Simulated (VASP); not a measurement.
# La2O3 (P1) in VASP: relaxation of the atoms with PBEsol

Aim: the relaxation of the atoms of La2O3 with PBEsol.

Everything below comes from runs of VASP 6.6.1. Logs are shortened: lines on timing, memory, paths and dates and some standing lists are left out, and cuts for length are marked.

## Step 1: The cell of the first run

The typed cell holds 5 atoms: a = 6.370 Å, b = 6.370 Å, c = 3.290 Å, α = 90.00°, β = 90.00°, γ = 120.00°.

## Step 2: Relaxation of the atoms, PBEsol (atoms moved at random)

Input file INCAR:

```
SYSTEM = La2O3
GGA = PS ; ISMEAR = 0
SIGMA = 0.03 ; LWAVE = .FALSE.
LCHARG = .FALSE. ; ISIF = 2
NSW = 120 ; PREC = Accurate
LASPH = .TRUE. ; LREAL = .FALSE.
ALGO = Normal ; EDIFF = 1E-7
NELM = 200 ; GGA_COMPAT = .FALSE.
IBRION = 2 ; EDIFFG = -0.002
NELMIN = 4 ; ENCUT = 640
EFERMI = MIDGAP ; LMAXMIX = 6
KPAR = 8
```

Input file KPOINTS:

```
Automatic mesh
0
Gamma
  4 4 7
  0 0 0
```

Input file POSCAR:

```
La2O3
1.0
    6.3702727145      0.0000000000      0.0000000000
   -3.1851363572      5.5168179998      0.0000000000
    0.0000000000      0.0000000000      3.2898942108
La O
2 3
Direct
    0.6712430000      0.3228800000      0.4796230000
    0.3367130000      0.6697590000      0.5059560000
    0.5001560000     -0.0153010000     -0.0146710000
    0.0054670000      0.5089520000      0.0246230000
    0.5125660000      0.4863990000      0.0044160000
```

Potentials or basis: VASP PAW PBE potentials, release 64 (La, O).

Started as:

```console
$ cat potpaw_PBE.64/La/POTCAR potpaw_PBE.64/O/POTCAR > POTCAR
$ mpirun -np 8 vasp_std > vasp.out
```

OUTCAR:

```text
SYSTEM = La2O3
   GGA = PS
   ISMEAR = 0
   ISIF = 2
   NSW = 120
   PREC = Accurate
   LASPH = .TRUE.
   LREAL = .FALSE.
   EDIFF = 1E-7
   NELM = 200
   IBRION = 2
   EDIFFG = -0.002
   NELMIN = 4
   ENCUT = 640
   EFERMI = MIDGAP

 ion  position               nearest neighbor table
   1  0.671  0.323  0.480-   5 2.37   4 2.38   3 2.47   5 2.48   3 2.50   4 2.57   2 3.60   2 3.67

   2  0.337  0.670  0.506-   3 2.35   4 2.42   3 2.44   4 2.50   5 2.57   5 2.58   1 3.60   1 3.67

   3  0.500  0.985  0.985-   2 2.35   2 2.44   1 2.47   1 2.50
   4  0.005  0.509  0.025-   1 2.38   2 2.42   2 2.50   1 2.57
   5  0.513  0.486  0.004-   1 2.37   1 2.48   2 2.57   2 2.58

  LATTYP: Found a hexagonal cell.
 ALAT       =     6.3702727145
 C/A-ratio  =     0.5164447989

  Lattice vectors:

 A1 = (   6.3702727145,   0.0000000000,   0.0000000000)
 A2 = (  -3.1851363572,   5.5168179998,   0.0000000000)
 A3 = (   0.0000000000,   0.0000000000,   3.2898942108)

Analysis of symmetry for initial positions (statically):
=====================================================================
 Subroutine PRICEL returns:
 Original cell was already a primitive cell.

 Routine SETGRP: Setting up the symmetry group for a
 hexagonal supercell.

 Subroutine GETGRP returns: Found  1 space group operations
 (whereof  1 operations were pure point group operations)
 out of a pool of 24 trial point group operations.

The static configuration has the point symmetry C_1 .

Analysis of symmetry for dynamics (positions and initial velocities):
=====================================================================
 Subroutine PRICEL returns:
 Original cell was already a primitive cell.

 Routine SETGRP: Setting up the symmetry group for a
 hexagonal supercell.

 Subroutine GETGRP returns: Found  1 space group operations
 (whereof  1 operations were pure point group operations)
 out of a pool of 24 trial point group operations.

The dynamic configuration has the point symmetry C_1 .

 Subroutine INISYM returns: Found  1 space group operations
 (whereof  1 operations are pure point group operations),
 and found     1 'primitive' translations

----------------------------------------------------------------------------------------

                                     Primitive cell

  volume of cell :     115.6188

  direct lattice vectors                    reciprocal lattice vectors
     6.370272715  0.000000000  0.000000000     0.156979151  0.090631955  0.000000000
    -3.185136357  5.516818000  0.000000000     0.000000000  0.181263910  0.000000000
     0.000000000  0.000000000  3.289894211     0.000000000  0.000000000  0.303961142

  length of vectors
     6.370272715  6.370272714  3.289894211     0.181263910  0.181263910  0.303961142

  position of ions in fractional coordinates (direct lattice)
     0.671243000  0.322880000  0.479623000
     0.336713000  0.669759000  0.505956000
     0.500156000  0.984699000  0.985329000
     0.005467000  0.508952000  0.024623000
     0.512566000  0.486399000  0.004416000

  ion indices of the primitive-cell ions
   primitive index   ion index
                 1           1
                 2           2
                 3           3
                 4           4
                 5           5

----------------------------------------------------------------------------------------

 KPOINTS: Automatic mesh

Automatic generation of k-mesh.
 Grid dimensions read from file:
 generate k-points for:    4    4    7

 Generating k-lattice:

  Cartesian coordinates                     Fractional coordinates (reciprocal lattice)
     0.039244788  0.022657989  0.000000000     0.250000000  0.000000000  0.000000000
     0.000000000  0.045315977  0.000000000     0.000000000  0.250000000  0.000000000
     0.000000000  0.000000000  0.043423020     0.000000000  0.000000000  0.142857143

  Length of vectors
     0.045315977  0.045315977  0.043423020

  Shift w.r.t. Gamma in fractional coordinates (k-lattice)
     0.000000000  0.000000000  0.000000000

 Subroutine IBZKPT returns following result:
 ===========================================

 Found     58 irreducible k-points:

 Following reciprocal coordinates:
            Coordinates               Weight
  0.000000  0.000000  0.000000      1.000000
  0.250000 -0.000000  0.000000      2.000000
  0.000000  0.250000  0.000000      2.000000
 -0.250000  0.250000  0.000000      2.000000
  0.500000 -0.000000  0.000000      1.000000
  0.000000  0.500000  0.000000      1.000000
[... 16 lines left out ...]
  0.500000  0.250000  0.142857      2.000000
 -0.250000 -0.250000  0.142857      2.000000
 [... further k-points ...]
   k-points           NKPTS =     58   k-points in BZ     NKDIM =     58   number of bands    NBANDS=     24
   number of dos      NEDOS =    301   number of ions     NIONS =      5
   total plane-waves  NPLWV =  81648
   dimension x,y,z NGX =    54 NGY =   54 NGZ =   28
   dimension x,y,z NGXF=   108 NGYF=  108 NGZF=   56
   ions per type =               2   3
   NGX,Y,Z   is equivalent  to a cutoff of  14.09, 14.09, 14.15 a.u.
   NGXF,Y,Z  is equivalent  to a cutoff of  28.18, 28.18, 28.30 a.u.
 SYSTEM =  La2O3
   PREC   = accura    normal or accurate (medium, high low for compatibility)
   ISTART =      0    job   : 0-new  1-cont  2-samecut
   ICHARG =      2    charge: 1-file 2-atom 10-const
   ISPIN  =      1    spin polarized calculation?
   LNONCOLLINEAR =      F non collinear calculations
   LSORBIT =      F    spin-orbit coupling
   LASPH  =      T    aspherical Exc in radial PAW
   ENCUT  =  640.0 eV  47.04 Ry    6.86 a.u.  13.14 13.14  6.79*2*pi/ulx,y,z
   NELM   =    200;   NELMIN=  4; NELMDL= -5     # of ELM steps
   EDIFF  = 0.1E-06   stopping-criterion for ELM
   LREAL  =      F    real-space projection
   EDIFFG = -.2E-02   stopping-criterion for IOM
   NSW    =    120    number of steps for IOM
   IBRION =      2    ionic relax: 0-MD 1-quasi-New 2-CG
   NFREE  =      1    steps in history (QN), initial steepest desc. (CG)
   ISIF   =      2    stress and relaxation
   ISYM   =      2    0-nonsym 1-usesym 2-fastsym
   POTIM  = 0.5000    time-step for ionic-motion
   TEBEG  =    0.0;   TEEND  =   0.0 temperature during run

   SCALEE = 1.0000    scale energy and forces
   PSTRESS=    0.0 pullay stress
   NELECT =      40.0000    total number of electrons
   NUPDOWN=      -1.0000    fix difference up-down
   EMIN   =  10.00;   EMAX   =-10.00  energy-range for DOS
   EFERMI =   0.00;   METHOD = MIDGAP
   ISMEAR =     0;   SIGMA  =   0.03  broadening in eV -4-tet -1-fermi 0-gaus
   EFERMI_NEDOS =   21; number of points for ismear=-14 and -15
   IALGO  =     38    algorithm
   IMIX   =      4    mixing-type and parameters
     AMIX     =   0.40;   BMIX     =  1.00
     AMIX_MAG =   1.60;   BMIX_MAG =  1.00
  volume/ion in A,a.u.               =      23.12       156.05
  Fermi-wavevector in a.u.,A,eV,Ry     =   1.149261  2.171788 17.970583  1.320801
  Thomas-Fermi vector in A             =   2.285931
   LORBIT       =      0    0 simple, 1 ext, 2 COOP (PROOUT), +10 PAW based schemes
   GGA     = PS    functional components
   LHFCALC =     F    Hartree Fock is set to
   AEXX    =    0.0000 exact exchange contribution
   IVDW    =     0    specifies the selected vdW correction
   LEPSILON=     F    determine dielectric tensor
   LRPA    =     F    only Hartree local field effects (RPA)

   CSHIFT  =0.1000    complex shift for real part using Kramers Kronig

   OMEGAMAX=  -1.0    maximum frequency
 conjugate gradient relaxation of ions
 non-spin polarized calculation
 Gauss-broadening in eV      SIGMA  =   0.03
  energy-cutoff  :      640.00
  volume of cell :      115.62
 maximum number of plane-waves:      4281
 NGX is ok and might be reduce to    54
   NGX = 27   NGY = 27   NGZ = 13

--------------------------------------- Ionic step        1  -------------------------------------------

 number of electron      39.9999998 magnetization

 Free energy of the ion-electron system (eV)
  ---------------------------------------------------
  ext. energy  EPLUGINS =         0.00000000
  ---------------------------------------------------
  free energy    TOTEN  =       -42.34098784 eV

  energy without entropy =      -42.34098784  energy(sigma->0) =      -42.34098784

------------------------ aborting loop because EDIFF is reached ----------------------------------------

  FORCE on cell =-STRESS in cart. coord.  units (eV):
  Direction    XX          YY          ZZ          XY          YZ          ZX
  --------------------------------------------------------------------------------------
  -------------------------------------------------------------------------------------
  Total       -2.5076909     -0.7582088     -2.7085424      0.6793689      0.0469195      0.0525879
  in kB      -34.7500932    -10.5068079    -37.5333734      9.4142907      0.6501825      0.7287325
  external PRESSURE =     -27.5967582 kB  Pullay stress =       0.0000000 kB
[... 98 lines left out ...]
  FREE ENERGIE OF THE ION-ELECTRON SYSTEM (eV)
  ---------------------------------------------------
  free  energy   TOTEN  =       -42.4023349911 eV

  energy  without entropy=      -42.4023349911  energy(sigma->0) =      -42.40233499

[... ionic steps 4 to 18 ...]

--------------------------------------- Ionic step       19  -------------------------------------------

 number of electron      40.0000004 magnetization

------------------------ aborting loop because EDIFF is reached ----------------------------------------
[... 73 lines left out ...]
--------------------------------------- Ionic step       21  -------------------------------------------

 number of electron      40.0000004 magnetization

 Free energy of the ion-electron system (eV)
  ---------------------------------------------------
  ext. energy  EPLUGINS =         0.00000000
  ---------------------------------------------------
  free energy    TOTEN  =       -42.43542524 eV

  energy without entropy =      -42.43542524  energy(sigma->0) =      -42.43542524

 E-fermi :   3.6879     XC(G=0):  -8.3412

 val. band max:        2.8478627339   @ k =   0.0000   0.0000   0.4286
 cond. band min:       4.5280097424   @ k =   0.0000   0.0000   0.0000
 fundamental gap:      1.6801470085
 Fermi energy:         3.6879362381

 k-point     1 :       0.0000    0.0000    0.0000
  band No.  band energies     occupation
      1     -27.5398      2.00000
      2     -27.3472      2.00000
      3     -14.3286      2.00000
      4     -14.3281      2.00000
      5     -12.6974      2.00000
      6     -11.0934      2.00000
[... 637 lines left out ...]
     23       7.2283      0.00000
     24       7.4238      0.00000

 [... further k-points ...]

------------------------ aborting loop because EDIFF is reached ----------------------------------------

  FORCE on cell =-STRESS in cart. coord.  units (eV):
  Direction    XX          YY          ZZ          XY          YZ          ZX
  --------------------------------------------------------------------------------------
  -------------------------------------------------------------------------------------
  Total       -1.9888792     -1.9891894     -3.2491767     -0.0015029     -0.0000124     -0.0000086
  in kB      -27.5607086    -27.5650067    -45.0251628     -0.0208267     -0.0001714     -0.0001197
  external PRESSURE =     -33.3836260 kB  Pullay stress =       0.0000000 kB
[... 20 lines left out ...]
  FREE ENERGIE OF THE ION-ELECTRON SYSTEM (eV)
  ---------------------------------------------------
  free  energy   TOTEN  =       -42.4354252419 eV

  energy  without entropy=      -42.4354252419  energy(sigma->0) =      -42.43542524

 reached required accuracy - stopping structural energy minimisation
```

Run time: 11 min. Hardware: 8 MPI ranks of Intel Xeon Platinum 8259CL at 2.50GHz (Skylake/Cascade Lake), shared host; peak memory 0.48 GiB.

What came out:

| Item | Value |
| --- | --- |
| Free energy | -42.4354 eV |
| Energy gained by relaxing | 18.9 meV/atom |
| Ionic steps | 21 |
| Pressure after relaxing | -3.3 GPa |
| Band gap on the k mesh | 1.68 eV (least direct gap 2.00 eV) |

Stress tensor (GPa, compression positive):
```
-2.76  0.00  0.00
 0.00 -2.76  0.00
 0.00  0.00 -4.50
```

The path:
| step | energy change (eV) | largest force (eV/Å) | pressure (GPa) |
| --- | --- | --- | --- |
| 1 | 0.0000 | 0.8630 | -2.76 |
| 2 | -0.0570 | 0.3565 | -2.98 |
| 3 | -0.0613 | 0.3181 | -3.03 |
| 4 | -0.0755 | 0.2251 | -3.15 |
| 5 | -0.0868 | 0.2120 | -3.28 |
| 6 | -0.0919 | 0.0621 | -3.31 |
| 7 | -0.0920 | 0.0613 | -3.32 |
| 8 | -0.0928 | 0.0496 | -3.32 |
| 9 | -0.0934 | 0.0818 | -3.33 |
| 10 | -0.0940 | 0.0358 | -3.33 |
| 11 | -0.0941 | 0.0356 | -3.34 |
| 12 | -0.0943 | 0.0208 | -3.34 |
| 13 | -0.0944 | 0.0171 | -3.34 |
| 14 | -0.0944 | 0.0097 | -3.34 |
| 15 | -0.0944 | 0.0093 | -3.34 |
| 16 | -0.0944 | 0.0061 | -3.34 |
| 17 | -0.0944 | 0.0063 | -3.34 |
| 18 | -0.0944 | 0.0065 | -3.34 |
| 19 | -0.0944 | 0.0045 | -3.34 |
| 20 | -0.0944 | 0.0041 | -3.34 |
| 21 | -0.0944 | 0.0017 | -3.34 |

Final structure:
```
La O
1.0
     6.37027    0.00000    0.00000
    -3.18514    5.51682    0.00000
     0.00000    0.00000    3.28989
La O
2 3
Cartesian
  3.2357 1.8088 1.6446
  0.0507 3.6477 1.6450
  0.0509 5.4866 0.0005
  -1.5420 2.7288 3.2893
  1.6434 2.7279 0.0003
```

Caveat: the cell differs from its parent crystal (atoms moved at random); the PAW data sets were made with another functional, which shifts forces and pressure a little; spin-orbit coupling is left out, which moves the levels of the heavy elements; an odd mesh through Γ misses points on the zone boundary, where band edges can lie.
